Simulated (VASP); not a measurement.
# PbF2 (Fm-3m) in VASP: further runs

PbF2 is run at these levels: r2SCAN, PBE; tasks: single point.

Program: VASP 6.6.1. These are calculated values, not measurements. Logs are shortened: lines on timing, memory, paths and dates and some standing lists are left out, and cuts for length are marked.

## Step 1: The cell of the first run

It takes space group Fm-3m (No. 225, cubic). The conventional cell has a = 5.921 Å, b = 5.921 Å, c = 5.921 Å, α = 90.00°, β = 90.00°, γ = 90.00°. Pb (site symmetry m-3m) has 8 F at 2.56 Å within 3.4 Å. Within 3.4 Å of F (site symmetry -43m) lie 4 Pb at 2.56 Å and 6 F at 2.96 Å.

## Step 2: Single point, r2SCAN

File POSCAR:

```
PbF2
1.0
    0.0000000000      2.9604388882      2.9604388882
    2.9604388882      0.0000000000      2.9604388882
    2.9604388882      2.9604388882      0.0000000000
Pb F
1 2
Direct
    0.0000000000      0.0000000000      0.0000000000
    0.2500000000      0.2500000000      0.2500000000
    0.7500000000      0.7500000000      0.7500000000
```

File INCAR.step1:

```
SYSTEM = PbF2
ALGO     = Normal         ! electronic algorithm
EDIFF    = 1E-4           ! SCF threshold, eV
ENCUT    = 520            ! plane-wave cutoff, eV
GGA      = PE             ! functional
ISMEAR   = 0              ! smearing method
LASPH    = .TRUE.         ! aspherical terms in the spheres
LCHARG   = .FALSE.        ! write CHGCAR
LREAL    = .FALSE.        ! projectors in reciprocal space
LWAVE    = .TRUE.         ! write WAVECAR
NBANDS   = 21             ! bands
NELM     = 80             ! most SCF steps
PREC     = Accurate       ! precision mode
SIGMA    = 0.01           ! smearing width, eV
```

File INCAR.step2:

```
SYSTEM = PbF2
ALGO     = Normal         ! electronic algorithm
EDIFF    = 1E-6           ! SCF threshold, eV
ENCUT    = 520            ! plane-wave cutoff, eV
ISIF     = 2              ! what is computed and relaxed
ISMEAR   = 0              ! smearing method
ISTART   = 1            
LASPH    = .TRUE.         ! aspherical terms in the spheres
LCHARG   = .TRUE.         ! write CHGCAR
LELF     = .TRUE.         ! ELF
LMIXTAU  = .TRUE.       
LREAL    = .FALSE.        ! projectors in reciprocal space
LVHAR    = .TRUE.       
LWAVE    = .FALSE.        ! write WAVECAR
METAGGA  = R2SCAN         ! meta-GGA
NBANDS   = 21             ! bands
NELM     = 80             ! most SCF steps
PREC     = Accurate       ! precision mode
SIGMA    = 0.01           ! smearing width, eV
```

File KPOINTS:

```
k-points
0
G
  4 4 4
  0 0 0
```

Potentials or basis: VASP PAW PBE potentials, release 64 (Pb_d, F).

The run is started by

```sh
$ cat potpaw_PBE.64/Pb_d/POTCAR potpaw_PBE.64/F/POTCAR > POTCAR
$ cp INCAR.step1 INCAR
$ mpirun -np 1 vasp_std > vasp.out
$ cp INCAR.step2 INCAR
$ mpirun -np 1 vasp_std > vasp.out
```

OUTCAR:

```text
SYSTEM = PbF2
   EDIFF = 1E-6
   ENCUT = 520
   ISIF = 2
   ISMEAR = 0
   ISTART = 1
   LASPH = .TRUE.
   LREAL = .FALSE.
   METAGGA = R2SCAN
   NELM = 80
   PREC = Accurate

 ion  position               nearest neighbor table
   1  0.000  0.000  0.000-   3 2.56   3 2.56   3 2.56   2 2.56   3 2.56   2 2.56   2 2.56   2 2.56

   2  0.250  0.250  0.250-   1 2.56   1 2.56   1 2.56   1 2.56
   3  0.750  0.750  0.750-   1 2.56   1 2.56   1 2.56   1 2.56

  LATTYP: Found a face centered cubic cell.
 ALAT       =     5.9208777764

  Lattice vectors:

 A1 = (   0.0000000000,   2.9604388882,   2.9604388882)
 A2 = (   2.9604388882,   0.0000000000,   2.9604388882)
 A3 = (   2.9604388882,   2.9604388882,   0.0000000000)

Analysis of symmetry for initial positions (statically):
=====================================================================
 Subroutine PRICEL returns:
 Original cell was already a primitive cell.

 Routine SETGRP: Setting up the symmetry group for a
 face centered cubic supercell.

 Subroutine GETGRP returns: Found 48 space group operations
 (whereof 48 operations were pure point group operations)
 out of a pool of 48 trial point group operations.

The static configuration has the point symmetry O_h .

Analysis of symmetry for dynamics (positions and initial velocities):
=====================================================================
 Subroutine PRICEL returns:
 Original cell was already a primitive cell.

 Routine SETGRP: Setting up the symmetry group for a
 face centered cubic supercell.

 Subroutine GETGRP returns: Found 48 space group operations
 (whereof 48 operations were pure point group operations)
 out of a pool of 48 trial point group operations.

The dynamic configuration has the point symmetry O_h .

 Subroutine INISYM returns: Found 48 space group operations
 (whereof 48 operations are pure point group operations),
 and found     1 'primitive' translations

----------------------------------------------------------------------------------------

                                     Primitive cell

  volume of cell :      51.8917

  direct lattice vectors                    reciprocal lattice vectors
     0.000000000  2.960438888  2.960438888    -0.168893877  0.168893877  0.168893877
     2.960438888  0.000000000  2.960438888     0.168893877 -0.168893877  0.168893877
     2.960438888  2.960438888  0.000000000     0.168893877  0.168893877 -0.168893877

  length of vectors
     4.186692826  4.186692826  4.186692826     0.292532775  0.292532775  0.292532775

  position of ions in fractional coordinates (direct lattice)
     0.000000000  0.000000000  0.000000000
     0.250000000  0.250000000  0.250000000
     0.750000000  0.750000000  0.750000000

  ion indices of the primitive-cell ions
   primitive index   ion index
                 1           1
                 2           2
                 3           3

----------------------------------------------------------------------------------------

 KPOINTS: k-points

Automatic generation of k-mesh.
 Grid dimensions read from file:
 generate k-points for:    4    4    4

 Generating k-lattice:

  Cartesian coordinates                     Fractional coordinates (reciprocal lattice)
    -0.042223469  0.042223469  0.042223469     0.250000000  0.000000000  0.000000000
     0.042223469 -0.042223469  0.042223469     0.000000000  0.250000000  0.000000000
     0.042223469  0.042223469 -0.042223469     0.000000000  0.000000000  0.250000000

  Length of vectors
     0.073133194  0.073133194  0.073133194

  Shift w.r.t. Gamma in fractional coordinates (k-lattice)
     0.000000000  0.000000000  0.000000000

 Subroutine IBZKPT returns following result:
 ===========================================

 Found      8 irreducible k-points:

 Following reciprocal coordinates:
            Coordinates               Weight
  0.000000  0.000000  0.000000      1.000000
  0.250000  0.000000  0.000000      8.000000
  0.500000  0.000000  0.000000      4.000000
  0.250000  0.250000  0.000000      6.000000
  0.500000  0.250000  0.000000     24.000000
 -0.250000  0.250000  0.000000     12.000000
  0.500000  0.500000  0.000000      3.000000
 -0.250000  0.500000  0.250000      6.000000
   k-points           NKPTS =      8   k-points in BZ     NKDIM =      8   number of bands    NBANDS=     21
   number of dos      NEDOS =    301   number of ions     NIONS =      3
   total plane-waves  NPLWV =  32768
   dimension x,y,z NGX =    32 NGY =   32 NGZ =   32
   dimension x,y,z NGXF=    64 NGYF=   64 NGZF=   64
   ions per type =               1   2
   NGX,Y,Z   is equivalent  to a cutoff of  12.71, 12.71, 12.71 a.u.
   NGXF,Y,Z  is equivalent  to a cutoff of  25.41, 25.41, 25.41 a.u.
 SYSTEM =  PbF2
   PREC   = accura    normal or accurate (medium, high low for compatibility)
   ISTART =      1    job   : 0-new  1-cont  2-samecut
   ICHARG =      0    charge: 1-file 2-atom 10-const
   ISPIN  =      1    spin polarized calculation?
   LNONCOLLINEAR =      F non collinear calculations
   LSORBIT =      F    spin-orbit coupling
   LASPH  =      T    aspherical Exc in radial PAW
   ENCUT  =  520.0 eV  38.22 Ry    6.18 a.u.   7.78  7.78  7.78*2*pi/ulx,y,z
   NELM   =     80;   NELMIN=  2; NELMDL=  0     # of ELM steps
   EDIFF  = 0.1E-05   stopping-criterion for ELM
   LREAL  =      F    real-space projection
   EDIFFG = 0.1E-04   stopping-criterion for IOM
   NSW    =      0    number of steps for IOM
   IBRION =     -1    ionic relax: 0-MD 1-quasi-New 2-CG
   NFREE  =      0    steps in history (QN), initial steepest desc. (CG)
   ISIF   =      2    stress and relaxation
   ISYM   =      2    0-nonsym 1-usesym 2-fastsym
   POTIM  = 0.5000    time-step for ionic-motion
   TEBEG  =    0.0;   TEEND  =   0.0 temperature during run
   PSTRESS=    0.0 pullay stress
   NELECT =      28.0000    total number of electrons
   NUPDOWN=      -1.0000    fix difference up-down
   EMIN   =  10.00;   EMAX   =-10.00  energy-range for DOS
   EFERMI =   0.00;   METHOD = LEGACY
   ISMEAR =     0;   SIGMA  =   0.01  broadening in eV -4-tet -1-fermi 0-gaus
   EFERMI_NEDOS =   21; number of points for ismear=-14 and -15
   IALGO  =     38    algorithm
   IMIX   =      4    mixing-type and parameters
     AMIX     =   0.40;   BMIX     =  1.00
     AMIX_MAG =   1.60;   BMIX_MAG =  1.00
  volume/ion in A,a.u.               =      17.30       116.73
  Fermi-wavevector in a.u.,A,eV,Ry     =   1.332789  2.518606 24.168391  1.776327
  Thomas-Fermi vector in A             =   2.461697
   LORBIT       =      0    0 simple, 1 ext, 2 COOP (PROOUT), +10 PAW based schemes
   METAGGA = R2SCAN    functional components
   LHFCALC =     F    Hartree Fock is set to
   AEXX    =    0.0000 exact exchange contribution
   IVDW    =     0    specifies the selected vdW correction
   LEPSILON=     F    determine dielectric tensor
   LRPA    =     F    only Hartree local field effects (RPA)
 non-spin polarized calculation
 Gauss-broadening in eV      SIGMA  =   0.01
  energy-cutoff  :      520.00
  volume of cell :       51.89
 maximum number of plane-waves:      1411
   NGX = 15   NGY = 15   NGZ = 15

 number of electron      28.0000003 magnetization

 Free energy of the ion-electron system (eV)
  ---------------------------------------------------
  ext. energy  EPLUGINS =         0.00000000
  ---------------------------------------------------
  free energy    TOTEN  =       -70.16158874 eV

  energy without entropy =      -70.16158874  energy(sigma->0) =      -70.16158874

 E-fermi :   1.6073     XC(G=0): -10.0274

 val. band max:        1.5509119085   @ k =  -0.2500   0.5000   0.2500
 cond. band min:       6.4820445082   @ k =   0.5000   0.5000   0.0000
 fundamental gap:      4.9311325998
 Fermi energy:         1.6073168797

 k-point     1 :       0.0000    0.0000    0.0000
  band No.  band energies     occupation
      1     -20.8636      2.00000
      2     -20.2683      2.00000
      3     -13.3201      2.00000
      4     -13.3201      2.00000
      5     -13.3201      2.00000
      6     -13.2687      2.00000
[... 13 lines left out ...]
     20      17.4740      0.00000
     21      19.8261      0.00000

 k-point     2 :       0.2500    0.0000    0.0000
  band No.  band energies     occupation
      1     -20.7592      2.00000
      2     -20.3613      2.00000
      3     -13.3052      2.00000
      4     -13.3052      2.00000
      5     -13.2619      2.00000
      6     -13.2619      2.00000
[... 13 lines left out ...]
     20      16.3640      0.00000
     21      17.8706      0.00000

 k-point     3 :       0.5000    0.0000    0.0000
  band No.  band energies     occupation
      1     -20.5850      2.00000
      2     -20.5208      2.00000
      3     -13.3068      2.00000
      4     -13.3068      2.00000
      5     -13.2383      2.00000
      6     -13.2383      2.00000
[... 13 lines left out ...]
     20      15.8913      0.00000
     21      16.4958      0.00000

 k-point     4 :       0.2500    0.2500    0.0000
  band No.  band energies     occupation
      1     -20.7335      2.00000
      2     -20.3808      2.00000
      3     -13.2859      2.00000
      4     -13.2767      2.00000
      5     -13.2767      2.00000
      6     -13.2568      2.00000
[... 13 lines left out ...]
     20      18.0800      0.00000
     21      18.1710      0.00000

 k-point     5 :       0.5000    0.2500    0.0000
  band No.  band energies     occupation
      1     -20.6005      2.00000
      2     -20.4964      2.00000
      3     -13.2927      2.00000
      4     -13.2731      2.00000
      5     -13.2381      2.00000
      6     -13.2194      2.00000
[... 13 lines left out ...]
     20      18.0344      0.00000
     21      18.8378      0.00000

 k-point     6 :      -0.2500    0.2500    0.0000
  band No.  band energies     occupation
      1     -20.6404      2.00000
      2     -20.4632      2.00000
      3     -13.2863      2.00000
      4     -13.2732      2.00000
      5     -13.2720      2.00000
      6     -13.2102      2.00000
[... 13 lines left out ...]
     20      17.5929      0.00000
     21      19.6116      0.00000

 k-point     7 :       0.5000    0.5000    0.0000
  band No.  band energies     occupation
      1     -20.5995      2.00000
      2     -20.4881      2.00000
      3     -13.3054      2.00000
      4     -13.2449      2.00000
      5     -13.2318      2.00000
      6     -13.2318      2.00000
[... 13 lines left out ...]
     20      19.1776      0.00000
     21      19.5586      0.00000

 k-point     8 :      -0.2500    0.5000    0.2500
  band No.  band energies     occupation
      1     -20.5441      2.00000
      2     -20.5441      2.00000
      3     -13.2898      2.00000
      4     -13.2594      2.00000
      5     -13.2318      2.00000
      6     -13.1667      2.00000
[... 13 lines left out ...]
     20      18.6555      0.00000
     21      18.6555      0.00000

------------------------ aborting loop because EDIFF is reached ----------------------------------------

  FORCE on cell =-STRESS in cart. coord.  units (eV):
  Direction    XX          YY          ZZ          XY          YZ          ZX
  --------------------------------------------------------------------------------------
  -------------------------------------------------------------------------------------
  Total       -0.0200312     -0.0200312     -0.0200312     -0.0000000      0.0000000     -0.0000000
  in kB       -0.6184721     -0.6184721     -0.6184721     -0.0000000      0.0000000     -0.0000000
  external PRESSURE =      -0.6184721 kB  Pullay stress =       0.0000000 kB

 VOLUME and BASIS-vectors are now :
 -----------------------------------------------------------------------------
  energy-cutoff  :      520.00
  volume of cell :       51.89
      direct lattice vectors                 reciprocal lattice vectors
     0.000000000  2.960438888  2.960438888    -0.168893877  0.168893877  0.168893877
     2.960438888  0.000000000  2.960438888     0.168893877 -0.168893877  0.168893877
     2.960438888  2.960438888  0.000000000     0.168893877  0.168893877 -0.168893877

 POSITION                                       TOTAL-FORCE (eV/Angst)
 -----------------------------------------------------------------------------------
      0.00000      0.00000      0.00000        -0.000000      0.000000     -0.000000
      1.48022      1.48022      1.48022         0.000000      0.000000      0.000000
      4.44066      4.44066      4.44066        -0.000000     -0.000000     -0.000000
 -----------------------------------------------------------------------------------
    total drift:                                0.000000     -0.000000      0.000000

  FREE ENERGIE OF THE ION-ELECTRON SYSTEM (eV)
  ---------------------------------------------------
  free  energy   TOTEN  =       -70.1615887399 eV

  energy  without entropy=      -70.1615887399  energy(sigma->0) =      -70.16158874
```

It took 70 s on 1 thread of AMD EPYC 7R13 (Zen 3), shared host; peak memory 0.15 GiB.

What came out:

```yaml
Free_energy: -70.1616 eV
Pressure: -0.1 GPa
Band_gap_on_the_k_mesh: 4.93 eV, indirect (least direct gap 5.08 eV)
```

Caveat: the k points lie up to 0.46 Å⁻¹ apart; the PAW data sets were made with another functional, which shifts forces and pressure a little; spin-orbit coupling is left out, which moves the levels of the heavy elements. r2SCAN opens gaps a little over a GGA but as a rule still falls short of measured ones.

## Step 3: Single point, PBE

File INCAR:

```
  ALGO = Normal
  EDIFF = 1E-7
  ENCUT = 520
  GGA = PE
  ISIF = 2
  ISMEAR = 0
  LASPH = True
  LCHARG = False
  LREAL = False
  LWAVE = False
  NBANDS = 21
  NELM = 60
  PREC = Accurate
  SIGMA = 0.01
```

File KPOINTS:

```
k-points
0
Gamma
  6 6 6
```

POSCAR is that of step 2.

Potentials or basis: VASP PAW PBE potentials, release 64 (Pb_d, F).

The run is started by

```sh
$ cat potpaw_PBE.64/Pb_d/POTCAR potpaw_PBE.64/F/POTCAR > POTCAR
$ mpirun -np 1 vasp_std > vasp.out
```

OUTCAR:

```text
EDIFF = 1E-7
   ENCUT = 520
   GGA = PE
   ISIF = 2
   ISMEAR = 0
   LASPH = True
   LREAL = False
   NELM = 60
   PREC = Accurate

 ion  position               nearest neighbor table
   1  0.000  0.000  0.000-   3 2.56   3 2.56   3 2.56   2 2.56   3 2.56   2 2.56   2 2.56   2 2.56

   2  0.250  0.250  0.250-   1 2.56   1 2.56   1 2.56   1 2.56
   3  0.750  0.750  0.750-   1 2.56   1 2.56   1 2.56   1 2.56

[... 567 lines left out ...]
------------------------ aborting loop because EDIFF is reached ----------------------------------------

  FORCE on cell =-STRESS in cart. coord.  units (eV):
  Direction    XX          YY          ZZ          XY          YZ          ZX
  --------------------------------------------------------------------------------------
  -------------------------------------------------------------------------------------
  Total        0.8882968      0.8882968      0.8882968      0.0000000      0.0000000      0.0000000
  in kB       27.4265010     27.4265010     27.4265010      0.0000000      0.0000000      0.0000000
  external PRESSURE =      27.4265010 kB  Pullay stress =       0.0000000 kB

 VOLUME and BASIS-vectors are now :
 -----------------------------------------------------------------------------
  energy-cutoff  :      520.00
  volume of cell :       51.89
      direct lattice vectors                 reciprocal lattice vectors
     0.000000000  2.960438888  2.960438888    -0.168893877  0.168893877  0.168893877
     2.960438888  0.000000000  2.960438888     0.168893877 -0.168893877  0.168893877
     2.960438888  2.960438888  0.000000000     0.168893877  0.168893877 -0.168893877

 POSITION                                       TOTAL-FORCE (eV/Angst)
 -----------------------------------------------------------------------------------
      0.00000      0.00000      0.00000         0.000000      0.000000      0.000000
      1.48022      1.48022      1.48022        -0.000000     -0.000000     -0.000000
      4.44066      4.44066      4.44066         0.000000      0.000000     -0.000000
 -----------------------------------------------------------------------------------
    total drift:                                0.000000     -0.000000      0.000000

  FREE ENERGIE OF THE ION-ELECTRON SYSTEM (eV)
  ---------------------------------------------------
  free  energy   TOTEN  =       -14.3309692130 eV

  energy  without entropy=      -14.3309692130  energy(sigma->0) =      -14.33096921
```

stdout:

```text
POSCAR found type information on POSCAR PbF
 POSCAR found :  2 types and       3 ions
 scaLAPACK will be used
 LDA part: xc-table for (Slater+PW92), standard interpolation
 POSCAR, INCAR and KPOINTS ok, starting setup
 FFT: planning ... GRIDC
 FFT: planning ... GRID_SOFT
 FFT: planning ... GRID
 WAVECAR not read
 entering main loop
```

Wall time 32 s (1 thread of AMD EPYC 7R13 (Zen 3), shared host); peak memory 0.14 GiB.

Results:

- Free energy: -14.3310 eV
- Pressure: 2.7 GPa
- Band gap on the k mesh: 4.44 eV, indirect (least direct gap 4.56 eV)

Caveat: spin-orbit coupling is left out, which moves the levels of the heavy elements.
